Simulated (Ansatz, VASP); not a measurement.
Sr: VASP beside Ansatz

```
CELL_PARAMETERS angstrom
-4.26656 4.26656 3.66976
4.26656 -4.26656 3.66976
4.26656 4.26656 -3.66976
ATOMIC_POSITIONS crystal
Sr 0.16455 0.66455 0.82910
Sr 0.83545 0.33545 0.17090
Sr 0.66455 0.83545 0.50000
Sr 0.33545 0.16455 0.50000
```

Alike in both runs: task single point; functional PBEsol; k mesh 4 × 4 × 4; no spin polarisation.

|  | VASP | Ansatz |
| --- | --- | --- |
| version | VASP 6.6.1 | Ansatz 0.2.0 |
| potentials or method | VASP PAW PBE potentials, release 64 (Sr_sv), cutoff 520 eV | plane waves, PAW |
| occupations | methfessel-paxton of order 1, width 0.02 eV | cold, width 0.02 eV |
| valence electrons in the cell | 40 | 40 |

```csv
,VASP,Ansatz,Ansatz less VASP
pressure (GPa),-1.3,-1.3,0.00
```

VASP's potentials were made for PBE, not for PBEsol.
